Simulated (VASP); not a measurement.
# MgS (I4/mmm) in VASP: single point with PBEsol

Aim: the single point of MgS with PBEsol.

Program: VASP 6.6.1. These are calculated values, not measurements. Logs are shortened: lines on timing, memory, paths and dates and some standing lists are left out, and cuts for length are marked.

## 1. The cell of the first run

The structure is tetragonal, space group I4/mmm (No. 139). Conventional cell: a = 3.628 Å, b = 3.628 Å, c = 5.214 Å, α = 90.00°, β = 90.00°, γ = 90.00°. Mg (site symmetry 4/mmm) has 6 S at 2.57 to 2.61 Å within 3.4 Å. S (site symmetry 4/mmm) has 6 Mg at 2.57 to 2.61 Å within 3.4 Å.

## 2. Single point, PBEsol (strained cell)

INCAR reads:

```
ALGO = Normal ; EDIFF = 1E-6
ENCUT = 600 ; GGA = PS
GGA_COMPAT = F ; ISIF = 2
ISMEAR = 0 ; LASPH = T
LCHARG = F ; LREAL = F
LWAVE = F ; NBANDS = 11
NELM = 120 ; PREC = Accurate
SIGMA = 0.02
```

KPOINTS reads:

```
k-points
0
Gamma
  6 6 6
```

POSCAR reads:

```
MgS
1.0
    0.0000000000      2.5652979395      2.6067573001
    2.5652979395      0.0000000000      2.6067573001
    2.5652979395      2.5652979395      0.0000000000
Mg S
1 1
Direct
    0.0000000000      0.0000000000      0.0000000000
    0.5000000000      0.5000000000      0.5000000000
```

Potentials or basis: VASP PAW PBE potentials, release 64 (Mg, S).

Command:

```console
> cat potpaw_PBE.64/Mg/POTCAR potpaw_PBE.64/S/POTCAR > POTCAR
> mpirun -np 1 vasp_std > vasp.out
```

OUTCAR:

```text
EDIFF = 1E-6
   ENCUT = 600
   GGA = PS
   ISIF = 2
   ISMEAR = 0
   LASPH = T
   LREAL = F
   NELM = 120
   PREC = Accurate

 ion  position               nearest neighbor table
   1  0.000  0.000  0.000-   2 2.57   2 2.57   2 2.57   2 2.57   2 2.61   2 2.61
   2  0.500  0.500  0.500-   1 2.57   1 2.57   1 2.57   1 2.57   1 2.61   1 2.61

  LATTYP: Found a body centered tetragonal cell.
 ALAT       =     3.6278791376
 C/A-ratio  =     1.4370695391

  Lattice vectors:

 A1 = (  -2.5652979395,   0.0000000000,   2.6067573001)
 A2 = (   2.5652979395,   0.0000000000,   2.6067573001)
 A3 = (   0.0000000000,   2.5652979395,  -2.6067573001)

Analysis of symmetry for initial positions (statically):
=====================================================================
 Subroutine PRICEL returns:
 Original cell was already a primitive cell.

 Routine SETGRP: Setting up the symmetry group for a
 body centered tetragonal supercell.

 Subroutine GETGRP returns: Found 16 space group operations
 (whereof 16 operations were pure point group operations)
 out of a pool of 16 trial point group operations.

The static configuration has the point symmetry D_4h.

Analysis of symmetry for dynamics (positions and initial velocities):
=====================================================================
 Subroutine PRICEL returns:
 Original cell was already a primitive cell.

 Routine SETGRP: Setting up the symmetry group for a
 body centered tetragonal supercell.

 Subroutine GETGRP returns: Found 16 space group operations
 (whereof 16 operations were pure point group operations)
 out of a pool of 16 trial point group operations.

The dynamic configuration has the point symmetry D_4h.

 Subroutine INISYM returns: Found 16 space group operations
 (whereof 16 operations are pure point group operations),
 and found     1 'primitive' translations

----------------------------------------------------------------------------------------

                                     Primitive cell

  volume of cell :      34.3089

  direct lattice vectors                    reciprocal lattice vectors
     0.000000000  2.565297940  2.606757300    -0.194909134  0.194909134  0.191809188
     2.565297940  0.000000000  2.606757300     0.194909134 -0.194909134  0.191809188
     2.565297940  2.565297940  0.000000000     0.194909134  0.194909134 -0.191809188

  length of vectors
     3.657312830  3.657312830  3.627879138     0.335812307  0.335812307  0.335812307

  position of ions in fractional coordinates (direct lattice)
[... 88 lines left out ...]
   TEBEG  =    0.0;   TEEND  =   0.0 temperature during run
   PSTRESS=    0.0 pullay stress
   NELECT =       8.0000    total number of electrons
   NUPDOWN=      -1.0000    fix difference up-down
   EMIN   =  10.00;   EMAX   =-10.00  energy-range for DOS
   EFERMI =   0.00;   METHOD = LEGACY
   ISMEAR =     0;   SIGMA  =   0.02  broadening in eV -4-tet -1-fermi 0-gaus
   EFERMI_NEDOS =   21; number of points for ismear=-14 and -15
   IALGO  =     38    algorithm
   IMIX   =      4    mixing-type and parameters
     AMIX     =   0.40;   BMIX     =  1.00
     AMIX_MAG =   1.60;   BMIX_MAG =  1.00
  volume/ion in A,a.u.               =      17.15       115.76
  Fermi-wavevector in a.u.,A,eV,Ry     =   1.007634  1.904152 13.814349  1.015326
  Thomas-Fermi vector in A             =   2.140451
   LORBIT       =      0    0 simple, 1 ext, 2 COOP (PROOUT), +10 PAW based schemes
   GGA     = PS    functional components
   LHFCALC =     F    Hartree Fock is set to
   AEXX    =    0.0000 exact exchange contribution
   IVDW    =     0    specifies the selected vdW correction
   LEPSILON=     F    determine dielectric tensor
   LRPA    =     F    only Hartree local field effects (RPA)
 non-spin polarized calculation
 Gauss-broadening in eV      SIGMA  =   0.02
  energy-cutoff  :      600.00
  volume of cell :       34.31
 maximum number of plane-waves:      1163
 NGX is ok and might be reduce to    30
   NGX = 15   NGY = 15   NGZ = 15

 number of electron       8.0000000 magnetization

 Free energy of the ion-electron system (eV)
  ---------------------------------------------------
  ext. energy  EPLUGINS =         0.00000000
  ---------------------------------------------------
  free energy    TOTEN  =        -9.06907032 eV

  energy without entropy =       -9.06907032  energy(sigma->0) =       -9.06907032

 E-fermi :   4.0679     XC(G=0):  -9.9444

 val. band max:        3.9596137619   @ k =   0.0000   0.0000   0.0000
 cond. band min:       6.6431751317   @ k =   0.5000   0.0000   0.5000
 fundamental gap:      2.6835613698
 Fermi energy:         4.0679360716

 k-point     1 :       0.0000    0.0000    0.0000
  band No.  band energies     occupation
      1      -8.9218      2.00000
      2       3.8920      2.00000
      3       3.8920      2.00000
      4       3.9596      2.00000
      5       7.7142      0.00000
      6      11.6382      0.00000
      7      11.8072      0.00000
      8      11.8072      0.00000
      9      14.1369      0.00000
     10      14.3663      0.00000
     11      16.2726      0.00000
[... 309 lines left out ...]
 k-point    24 :       0.5000    0.0000    0.3333
  band No.  band energies     occupation
      1      -7.2306      2.00000
      2      -0.1852      2.00000
      3       1.4666      2.00000
      4       2.3620      2.00000
      5       7.5454      0.00000
      6       9.3815      0.00000
      7      13.9822      0.00000
      8      14.2630      0.00000
      9      16.8990      0.00000
     10      18.7071      0.00000
     11      20.0267      0.00000

 [... further k-points ...]

------------------------ aborting loop because EDIFF is reached ----------------------------------------

  FORCE on cell =-STRESS in cart. coord.  units (eV):
  Direction    XX          YY          ZZ          XY          YZ          ZX
  --------------------------------------------------------------------------------------
  -------------------------------------------------------------------------------------
  Total        0.3487556      0.3487556     -0.0535559      0.0000000     -0.0000000      0.0000000
  in kB       16.2864173     16.2864173     -2.5009899      0.0000000     -0.0000000      0.0000000
  external PRESSURE =      10.0239483 kB  Pullay stress =       0.0000000 kB

 VOLUME and BASIS-vectors are now :
 -----------------------------------------------------------------------------
  energy-cutoff  :      600.00
  volume of cell :       34.31
      direct lattice vectors                 reciprocal lattice vectors
     0.000000000  2.565297940  2.606757300    -0.194909134  0.194909134  0.191809188
     2.565297940  0.000000000  2.606757300     0.194909134 -0.194909134  0.191809188
     2.565297940  2.565297940  0.000000000     0.194909134  0.194909134 -0.191809188

 POSITION                                       TOTAL-FORCE (eV/Angst)
 -----------------------------------------------------------------------------------
      0.00000      0.00000      0.00000        -0.000000      0.000000      0.000000
      2.56530      2.56530      2.60676         0.000000     -0.000000      0.000000
 -----------------------------------------------------------------------------------
    total drift:                               -0.000000     -0.000000      0.000000

  FREE ENERGIE OF THE ION-ELECTRON SYSTEM (eV)
  ---------------------------------------------------
  free  energy   TOTEN  =        -9.0690703162 eV

  energy  without entropy=       -9.0690703162  energy(sigma->0) =       -9.06907032
```

Wall time 26 s (1 thread of Intel Xeon 8259CL, shared host); peak memory 0.17 GiB.

Results:

```
Free energy            : -9.0691 eV
Pressure               : 1.0 GPa
Band gap on the k mesh : 2.68 eV (least direct gap 3.75 eV)
```

Caveat: the cell differs from its parent crystal (strained cell); the PAW data sets were made with another functional, which shifts forces and pressure a little. A k mesh can miss the band edges.
